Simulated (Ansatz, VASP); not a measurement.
**AlNi: VASP beside Ansatz**

Contents of INCAR:

```
ALGO     = Fast           # electronic algorithm
EDIFF    = 1E-6           # SCF threshold, eV
ENCUT    = 520            # plane-wave cutoff, eV
GGA      = PE             # functional
ISIF     = 2              # what is computed and relaxed
ISMEAR   = 0              # smearing method
LASPH    = True           # aspherical terms in the spheres
LCHARG   = True           # write CHGCAR
LELF     = True           # ELF
LREAL    = False          # projectors in reciprocal space
LVHAR    = True         
LWAVE    = False          # write WAVECAR
NBANDS   = 28             # bands
NELM     = 80             # most SCF steps
PREC     = Accurate       # precision mode
SIGMA    = 0.15           # smearing width, eV
```

The input KPOINTS:

```
k-points
0
Gamma
  15 15 5
```

Contents of POSCAR:

```
AlNi
1.0
    0.0000000000     -2.8927237813      0.0000000000
    0.0000000000      0.0000000000     -2.8927237813
    8.3781713440     -0.2410603151     -0.2410603151
Al Ni
3 3
Direct
    0.9352620415     -0.0647379585      0.7768555023
    0.9928068935     -0.0071931065      0.0863172780
    0.9640344675     -0.0359655325      0.4315863902
    0.4208758285      0.4208758285      0.9494900584
    0.4784206805      0.4784206805      0.2589518341
    0.4496482545      0.4496482545      0.6042209463
```

Input for Ansatz:

```yaml
crystal:
  lattice:
    - [0.0, -2.8927237813, 0.0]
    - [0.0, 0.0, -2.8927237813]
    - [8.378171344, -0.2410603151, -0.2410603151]
  atoms:
    - { symbol: Al, position: [0.9352620415, -0.0647379585, 0.7768555023] }
    - { symbol: Al, position: [0.9928068935, -0.0071931065, 0.086317278] }
    - { symbol: Al, position: [0.9640344675, -0.0359655325, 0.4315863902] }
    - { symbol: Ni, position: [0.4208758285, 0.4208758285, 0.9494900584] }
    - { symbol: Ni, position: [0.4784206805, 0.4784206805, 0.2589518341] }
    - { symbol: Ni, position: [0.4496482545, 0.4496482545, 0.6042209463] }
basis:
  ecutwfc: 520.0
kpoints:
  mp_grid: { grid: [15, 15, 5] }
hamiltonian:
  xc: pbe
  pseudopotentials: { kind: paw, azcp: { folder: soft_1 } }
scf:
  occupations: { method: gaussian, width: 0.15 }
output:
  forces: true
  stress: true
  eigenvalues: true
```

Alike in both runs: task single point; functional PBE; k mesh 15 × 15 × 5; occupations gaussian, width 0.15 eV; no spin polarisation.

```csv
,VASP,Ansatz
version,VASP 6.6.1,Ansatz 0.2.0
potentials or method,"VASP PAW PBE potentials, release 64 (Al, Ni), cutoff 520 eV","scalar-relativistic, plane waves, PAW"
valence electrons in the cell,39,63
```

|  | VASP | Ansatz | Ansatz less VASP |
| --- | --- | --- | --- |
| gap on the k mesh at the Fermi level (eV) | none | none | - |
| pressure (GPa) | 10.0 | 9.9 | -0.09 |
| traceless stress, the component that is largest in VASP (GPa) | 5.81 | 5.81 | -0.005 |
| rms of the force components (eV/Å) | 1.288 | 1.284 | -0.0040 |

Atom by atom the forces differ by 0.005 eV/Å (rms over components). A gap of «none» marks a metal or a gap that the smearing closes. VASP's potentials hold 39 valence electrons a cell and Ansatz's 63, so a difference there can come from the potentials and not from the codes.
